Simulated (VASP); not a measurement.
# MgH2 (P-3m1) in VASP: settings compared, part 2 of 2

VASP 6.6.1. The steps go on from the part before.

### 3 Relaxation of cell and atoms, PBEsol

This run uses another cell than the first one, of 10.00 Å³/atom.

File INCAR:

```
  PREC = Accurate
  ENCUT = 600
  EDIFF = 1E-7
  ISMEAR = -1
  SIGMA = 0.03
  LREAL = F
  LASPH = T
  NELM = 120
  ALGO = Normal
  ISIF = 3
  LWAVE = F
  LCHARG = F
  GGA = PS
  IBRION = 2
  NSW = 100
  EDIFFG = -0.01
  GGA_COMPAT = F
  NELMIN = 4
```

File KPOINTS:

```
Automatic mesh
0
Gamma
  9 9 6
```

File POSCAR:

```
MgH2
1.0
    2.7658129200      0.0000000000      0.0000000000
   -1.3829064600      2.3952642500      0.0000000000
    0.0000000000      0.0000000000      4.5263498500
Mg H
1 2
Direct
    0.0000000000      0.0000000000      0.0000000000
    0.6666666700      0.3333333300      0.7620900300
    0.3333333300      0.6666666700      0.2379099700
```

Potentials or basis: VASP PAW PBE potentials, release 64 (Mg, H).

Started as:

```console
cat potpaw_PBE.64/Mg/POTCAR potpaw_PBE.64/H/POTCAR > POTCAR
mpirun -np 1 vasp_std > vasp.out
```

OUTCAR:

```text
PREC = Accurate
   ENCUT = 600
   EDIFF = 1E-7
   ISMEAR = -1
   LREAL = F
   LASPH = T
   NELM = 120
   ISIF = 3
   GGA = PS
   IBRION = 2
   NSW = 100
   EDIFFG = -0.01
   NELMIN = 4

 ion  position               nearest neighbor table
   1  0.000  0.000  0.000-   2 1.93   3 1.93   3 1.93   2 1.93   2 1.93   3 1.93
   2  0.667  0.333  0.762-   1 1.93   1 1.93   1 1.93
   3  0.333  0.667  0.238-   1 1.93   1 1.93   1 1.93

  LATTYP: Found a hexagonal cell.
 ALAT       =     2.7658129200
 C/A-ratio  =     1.6365350734

  Lattice vectors:

 A1 = (   2.7658129200,   0.0000000000,   0.0000000000)
 A2 = (  -1.3829064600,   2.3952642500,   0.0000000000)
 A3 = (   0.0000000000,   0.0000000000,   4.5263498500)

Analysis of symmetry for initial positions (statically):
=====================================================================
 Subroutine PRICEL returns:
 Original cell was already a primitive cell.

 Routine SETGRP: Setting up the symmetry group for a
 hexagonal supercell.

 Subroutine GETGRP returns: Found 12 space group operations
 (whereof 12 operations were pure point group operations)
 out of a pool of 24 trial point group operations.

The static configuration has the point symmetry D_3d.
[... 272 lines left out ...]

[... ionic steps 4 to 11 ...]

--------------------------------------- Ionic step       12  -------------------------------------------

 number of electron       4.0000000 magnetization

------------------------ aborting loop because EDIFF is reached ----------------------------------------
[... 69 lines left out ...]
--------------------------------------- Ionic step       14  -------------------------------------------

 number of electron       4.0000000 magnetization

 Free energy of the ion-electron system (eV)
  ---------------------------------------------------
  ext. energy  EPLUGINS =         0.00000000
  ---------------------------------------------------
  free energy    TOTEN  =        -8.66314940 eV

  energy without entropy =       -8.66314940  energy(sigma->0) =       -8.66314940

 E-fermi :  -0.4274     XC(G=0):  -8.0830

 val. band max:       -1.1080354774   @ k =   0.2222   0.1111   0.0000
 cond. band min:       2.6941985525   @ k =   0.4444   0.0000   0.3333
 fundamental gap:      3.8022340299
 Fermi energy:        -0.4273804821

 k-point     1 :       0.0000    0.0000    0.0000
  band No.  band energies     occupation
      1      -7.4692      2.00000
      2      -1.7597      2.00000
      3       4.0352      0.00000
      4      11.7121      0.00000
      5      13.4919      0.00000
      6      13.5524      0.00000
[... 199 lines left out ...]
 k-point    24 :      -0.1111    0.3333    0.1667
  band No.  band energies     occupation
      1      -5.6553      2.00000
      2      -1.4773      2.00000
      3       5.0492      0.00000
      4       6.4866      0.00000
      5       8.1440      0.00000
      6      10.4322      0.00000

 [... further k-points ...]

------------------------ aborting loop because EDIFF is reached ----------------------------------------

  FORCE on cell =-STRESS in cart. coord.  units (eV):
  Direction    XX          YY          ZZ          XY          YZ          ZX
  --------------------------------------------------------------------------------------
  -------------------------------------------------------------------------------------
  Total       -0.0273897     -0.0273897      0.0034773      0.0000000      0.0000000      0.0000000
  in kB       -1.2928587     -1.2928587      0.1641374      0.0000000      0.0000000      0.0000000
  external PRESSURE =      -0.8071934 kB  Pullay stress =       0.0000000 kB
[... 18 lines left out ...]
  FREE ENERGIE OF THE ION-ELECTRON SYSTEM (eV)
  ---------------------------------------------------
  free  energy   TOTEN  =        -8.6631493989 eV

  energy  without entropy=       -8.6631493989  energy(sigma->0) =       -8.66314940

 reached required accuracy - stopping structural energy minimisation
```

OSZICAR:

```text
N       E                     dE             d eps       ncg     rms          rms(c)
DAV:   1    -0.450331779306E+00   -0.45033E+00   -0.17541E+03   762   0.549E+02
DAV:   2    -0.873886802655E+01   -0.82885E+01   -0.77429E+01   930   0.575E+01
DAV:   3    -0.896051774243E+01   -0.22165E+00   -0.22165E+00  1026   0.121E+01
DAV:   4    -0.896105927121E+01   -0.54153E-03   -0.54153E-03  1014   0.550E-01
[... 100 lines left out ...]
DAV:   2    -0.866321256163E+01    0.13373E-03   -0.32987E-04   810   0.129E-01    0.318E-02
DAV:   3    -0.866314762142E+01    0.64940E-04   -0.27370E-04   792   0.730E-02    0.604E-03
DAV:   4    -0.866314896101E+01   -0.13396E-05   -0.44986E-06   780   0.174E-02    0.287E-03
DAV:   5    -0.866314937330E+01   -0.41229E-06   -0.50458E-07   834   0.534E-03    0.396E-04
DAV:   6    -0.866314939890E+01   -0.25606E-07   -0.13477E-08   426   0.931E-04
  14 F= -.86631494E+01 E0= -.86631494E+01  d E =-.164632E-03
```

It took 2.4 min on 1 thread of Intel Xeon 8259CL, shared host; peak memory 0.17 GiB.

Results:

| Item | Value |
| --- | --- |
| Free energy | -8.6631 eV |
| Relaxed volume | 11.31 Å³/atom |
| Relaxed cell | a = 3.001 Å, b = 3.001 Å, c = 4.351 Å, α = 90.00°, β = 90.00°, γ = 120.00° |
| Space group after relaxing (to 0.1 Å) | P-3m1 (No. 164) |
| Energy gained by relaxing | 76.0 meV/atom |
| Ionic steps | 14 |
| Pressure after relaxing | -0.1 GPa |
| Band gap on the k mesh | 3.80 eV (least direct gap 4.59 eV) |

Forces in eV/Å, atoms in the order of the input:
```
Mg   0.000  0.000  0.000
H    0.000  0.000  0.003
H    0.000  0.000 -0.003
```

Step by step:
| step | energy change (eV) | largest force (eV/Å) | pressure (GPa) | volume (Å³) |
| --- | --- | --- | --- | --- |
| 1 | 0.0000 | 0.2730 | 7.72 | 29.99 |
| 2 | -0.1511 | 0.3087 | 2.38 | 32.10 |
| 3 | -0.1974 | 0.3307 | -1.17 | 33.98 |
| 4 | -0.1985 | 0.3334 | -1.65 | 34.28 |
| 5 | -0.2171 | 0.2031 | -0.91 | 33.83 |
| 6 | -0.2272 | 0.0025 | 0.30 | 33.13 |
| 7 | -0.2273 | 0.0102 | 0.26 | 33.16 |
| 8 | -0.2274 | 0.0112 | 0.09 | 33.27 |
| 9 | -0.2274 | 0.0119 | 0.00 | 33.34 |
| 10 | -0.2275 | 0.0094 | 0.01 | 33.37 |
| 11 | -0.2276 | 0.0017 | 0.04 | 33.46 |
| 12 | -0.2278 | 0.0137 | 0.10 | 33.65 |
| 13 | -0.2278 | 0.0096 | 0.06 | 33.72 |
| 14 | -0.2279 | 0.0028 | -0.08 | 33.94 |

Final structure:
```xyz
3
Lattice="3.0012 0.0000 0.0000 -1.5006 2.5991 0.0000 0.0000 0.0000 4.3514" Properties=species:S:1:pos:R:3 pbc="T T T"
Mg    0.0000    0.0000    4.3514
H     1.5006    0.8664    3.4130
H     0.0000    1.7327    0.9384
```

Caveat: the PAW data sets were made with another functional, which shifts forces and pressure a little; an odd mesh through Γ misses points on the zone boundary, where band edges can lie.

### 4 Single point, r2SCAN+rVV10

File POSCAR:

```
MgH2
1.0
    2.9998545109      0.0000000000      0.0000000000
   -1.4999272554      2.5979502141      0.0000000000
    0.0000000000      0.0000000000      4.3943099471
Mg H
1 2
Direct
    0.0000000000      0.0000000000      0.0000000000
    0.6666666667      0.3333333333      0.7901032503
    0.3333333333      0.6666666667      0.2098967497
```

File INCAR.step1:

```
SYSTEM = MgH2
PREC = Accurate
ENCUT = 660
ISMEAR = -1
SIGMA = 0.03
LREAL = .False.
LASPH = .True.
NELM = 120
NBANDS = 9
GGA = PE
ALGO = Normal
EDIFF = 1E-5
LWAVE = .True.
LCHARG = .False.
GGA_COMPAT = .False.
```

File INCAR.step2:

```
SYSTEM = MgH2
PREC = Accurate
ENCUT = 660
EDIFF = 1E-6
ISMEAR = -1
SIGMA = 0.03
LREAL = .False.
LASPH = .True.
NELM = 120
ALGO = Normal
ISIF = 2
LWAVE = .False.
LCHARG = .False.
METAGGA = R2SCAN
LMIXTAU = .True.
LUSE_VDW = .True.
IVDW_NL = 2
BPARAM = 11.95
CPARAM = 0.0093
NBANDS = 9
ISTART = 1
GGA_COMPAT = .False.
```

File KPOINTS:

```
Automatic mesh
0
Gamma
  12 12 6
  0 0 0
```

Potentials or basis: VASP PAW PBE potentials, release 64 (Mg, H).

Started as:

```console
cat potpaw_PBE.64/Mg/POTCAR potpaw_PBE.64/H/POTCAR > POTCAR
cp INCAR.step1 INCAR
mpirun -np 1 vasp_std > vasp.out
cp INCAR.step2 INCAR
mpirun -np 1 vasp_std > vasp.out
```

OUTCAR:

```text
SYSTEM = MgH2
   PREC = Accurate
   ENCUT = 660
   EDIFF = 1E-6
   ISMEAR = -1
   LREAL = .False.
   LASPH = .True.
   NELM = 120
   ISIF = 2
   METAGGA = R2SCAN
   IVDW_NL = 2
   BPARAM = 11.95
   ISTART = 1

 ion  position               nearest neighbor table
   1  0.000  0.000  0.000-   2 1.96   3 1.96   3 1.96   2 1.96   2 1.96   3 1.96
   2  0.667  0.333  0.790-   1 1.96   1 1.96   1 1.96
   3  0.333  0.667  0.210-   1 1.96   1 1.96   1 1.96

  LATTYP: Found a hexagonal cell.
 ALAT       =     2.9998545109
 C/A-ratio  =     1.4648410218

  Lattice vectors:

 A1 = (   2.9998545109,   0.0000000000,   0.0000000000)
 A2 = (  -1.4999272554,   2.5979502141,   0.0000000000)
 A3 = (   0.0000000000,   0.0000000000,   4.3943099471)

Analysis of symmetry for initial positions (statically):
=====================================================================
 Subroutine PRICEL returns:
 Original cell was already a primitive cell.

 Routine SETGRP: Setting up the symmetry group for a
 hexagonal supercell.

 Subroutine GETGRP returns: Found 12 space group operations
 (whereof 12 operations were pure point group operations)
 out of a pool of 24 trial point group operations.

The static configuration has the point symmetry D_3d.

Analysis of symmetry for dynamics (positions and initial velocities):
=====================================================================
 Subroutine PRICEL returns:
 Original cell was already a primitive cell.

 Routine SETGRP: Setting up the symmetry group for a
 hexagonal supercell.

 Subroutine GETGRP returns: Found 12 space group operations
 (whereof 12 operations were pure point group operations)
 out of a pool of 24 trial point group operations.

The dynamic configuration has the point symmetry D_3d.

 Subroutine INISYM returns: Found 12 space group operations
 (whereof 12 operations are pure point group operations),
[... 121 lines left out ...]
  Thomas-Fermi vector in A             =   1.907499
   LORBIT       =      0    0 simple, 1 ext, 2 COOP (PROOUT), +10 PAW based schemes
   METAGGA = R2SCAN    functional components
   LHFCALC =     F    Hartree Fock is set to
   AEXX    =    0.0000 exact exchange contribution
   IVDW_NL    =     2    kernel type
   BPARAM     =11.9500
   IVDW    =     0    specifies the selected vdW correction
   LEPSILON=     F    determine dielectric tensor
   LRPA    =     F    only Hartree local field effects (RPA)
 non-spin polarized calculation
  energy-cutoff  :      660.00
  volume of cell :       34.25
 maximum number of plane-waves:      1350
 NGX is ok and might be reduce to    28
   NGX = 13   NGY = 13   NGZ = 19

 number of electron       4.0000000 magnetization

 Free energy of the ion-electron system (eV)
  ---------------------------------------------------
  ext. energy  EPLUGINS =         0.00000000
  ---------------------------------------------------
  free energy    TOTEN  =       -11.45972673 eV

  energy without entropy =      -11.45972673  energy(sigma->0) =      -11.45972673

 E-fermi :  -0.8880     XC(G=0):  -8.1716

 val. band max:       -1.5351031027   @ k =   0.1667   0.1667   0.0000
 cond. band min:       3.0786588800   @ k =   0.4167   0.0000   0.3333
 fundamental gap:      4.6137619827
 Fermi energy:        -0.8879734829

 k-point     1 :       0.0000    0.0000    0.0000
  band No.  band energies     occupation
      1      -7.8724      2.00000
      2      -2.1498      2.00000
      3       4.3034      0.00000
      4      12.3632      0.00000
      5      14.1173      0.00000
      6      14.1173      0.00000
      7      14.3568      0.00000
      8      16.8417      0.00000
      9      16.8417      0.00000
[... 265 lines left out ...]
 k-point    24 :       0.0000    0.1667    0.1667
  band No.  band energies     occupation
      1      -7.1750      2.00000
      2      -2.3542      2.00000
      3       5.6307      0.00000
      4       8.6355      0.00000
      5      11.2459      0.00000
      6      12.6954      0.00000
      7      15.7379      0.00000
      8      17.3774      0.00000
      9      18.3349      0.00000

 [... further k-points ...]

------------------------ aborting loop because EDIFF is reached ----------------------------------------

  FORCE on cell =-STRESS in cart. coord.  units (eV):
  Direction    XX          YY          ZZ          XY          YZ          ZX
  --------------------------------------------------------------------------------------
  -------------------------------------------------------------------------------------
  Total       -0.0685790     -0.0685790     -0.0133541     -0.0000000      0.0000000     -0.0000000
  in kB       -3.2083386     -3.2083386     -0.6247462     -0.0000000      0.0000000     -0.0000000
  external PRESSURE =      -2.3471412 kB  Pullay stress =       0.0000000 kB

 VOLUME and BASIS-vectors are now :
 -----------------------------------------------------------------------------
  energy-cutoff  :      660.00
  volume of cell :       34.25
      direct lattice vectors                 reciprocal lattice vectors
     2.999854511  0.000000000  0.000000000     0.333349500  0.192459423  0.000000000
    -1.499927255  2.597950214  0.000000000     0.000000000  0.384918847  0.000000000
     0.000000000  0.000000000  4.394309947     0.000000000  0.000000000  0.227567016

 POSITION                                       TOTAL-FORCE (eV/Angst)
 -----------------------------------------------------------------------------------
      0.00000      0.00000      0.00000         0.000000      0.000000      0.000000
      1.49993      0.86598      3.47196         0.000000      0.000000      0.007357
     -0.00000      1.73197      0.92235        -0.000000     -0.000000     -0.007357
 -----------------------------------------------------------------------------------
    total drift:                                0.000000     -0.000000      0.000000

  FREE ENERGIE OF THE ION-ELECTRON SYSTEM (eV)
  ---------------------------------------------------
  free  energy   TOTEN  =       -11.4597267319 eV

  energy  without entropy=      -11.4597267319  energy(sigma->0) =      -11.45972673
```

OUTCAR.step1:

```text
SYSTEM = MgH2
   PREC = Accurate
   ENCUT = 660
   ISMEAR = -1
   LREAL = .False.
   LASPH = .True.
   NELM = 120
[... 512 lines left out ...]
      0.00000      0.00000      0.00000         0.000000      0.000000      0.000000
      1.49993      0.86598      3.47196        -0.000000      0.000000     -0.040788
     -0.00000      1.73197      0.92235         0.000000      0.000000      0.040788
 -----------------------------------------------------------------------------------
    total drift:                                0.000000     -0.000000      0.000000

  FREE ENERGIE OF THE ION-ELECTRON SYSTEM (eV)
  ---------------------------------------------------
  free  energy   TOTEN  =        -8.6390576726 eV

  energy  without entropy=       -8.6390576726  energy(sigma->0) =       -8.63905767
```

It took 5.7 min on 1 thread of Intel Xeon 8259CL, shared host; peak memory 0.33 GiB.

Results:

```
Free energy            : -11.4597 eV
Pressure               : -0.2 GPa
Largest force          : 0.007 eV/Å
Band gap on the k mesh : 4.61 eV (least direct gap 5.29 eV)
```

Forces in eV/Å, atoms in the order of the input:
```
Mg   0.000  0.000  0.000
H    0.000  0.000  0.007
H    0.000  0.000 -0.007
```

Caveat: the PAW data sets were made with another functional, which shifts forces and pressure a little.

### 5 Overview

| task | level | cell | k mesh | cutoff (eV) | gap on the mesh (eV) | pressure (GPa) |
| --- | --- | --- | --- | --- | --- | --- |
| single point | PBEsol | a = 3.002, b = 3.002, c = 4.381 Å, angles 90.0, 90.0, 120.0°, 3 atoms, atomic positions A | 9 × 9 × 6 | 600 | 3.84 | -0.1 |
| relaxation of cell and atoms | PBEsol | relaxed from a = 2.766, b = 2.766, c = 4.526 Å, angles 90.0, 90.0, 120.0°, 3 atoms, atomic positions B | 9 × 9 × 6 | 600 | 3.80 | -0.1 |
| single point | r2SCAN+rVV10 | a = 3.000, b = 3.000, c = 4.394 Å, angles 90.0, 90.0, 120.0°, 3 atoms, atomic positions C | 12 × 12 × 6 | 660 | 4.61 | -0.2 |

Alike in all rows: potentials or basis VASP PAW PBE potentials, release 64 (Mg, H); no spin polarisation; smearing fermi-dirac 0.03 eV.

Caveats: the PAW data sets were made with another functional, which shifts forces and pressure a little; an odd mesh through Γ misses points on the zone boundary, where band edges can lie (at least some runs).

Absolute energies hang on the potentials; compare differences alone.
